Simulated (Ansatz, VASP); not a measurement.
# CuMo in VASP and in Ansatz

```
Cu Mo
1.0
     2.56424    0.00000    0.00000
     0.00000    2.56424    0.00000
     0.00000    0.00000    4.20150
Cu Mo
1 1
Direct
  0.00000 0.00000 0.00000
  0.50000 0.50000 0.50000
```

Change from the starting cell: species swapped into the FeNi type (P4/mmm, No. 123).

Alike in both runs: task relaxation of cell and atoms; functional PBE; k mesh 22 × 22 × 14; occupations gaussian, width 0.1 eV; no spin polarisation.

```csv
,VASP,Ansatz
version,VASP 6.6.1,Ansatz 0.2.0
potentials or method,"VASP PAW PBE potentials, release 64 (Cu, Mo_sv), cutoff 600 eV","scalar-relativistic, plane waves, PAW"
valence electrons in the cell,25,33
```

|  | VASP | Ansatz | Ansatz less VASP |
| --- | --- | --- | --- |
| gap on the k mesh at the Fermi level, each at its own relaxed structure (eV) | none | none | - |
| relaxed volume (Å³/atom) | 13.92 | 13.87 | -0.051 |
| relaxed length of the cell vector where the two differ most in proportion (Å) | 4.161 | 4.149 | -0.0122 |

A gap of «none» marks a metal or a gap that the smearing closes. VASP's potentials hold 25 valence electrons a cell and Ansatz's 33, so a difference there can come from the potentials and not from the codes.
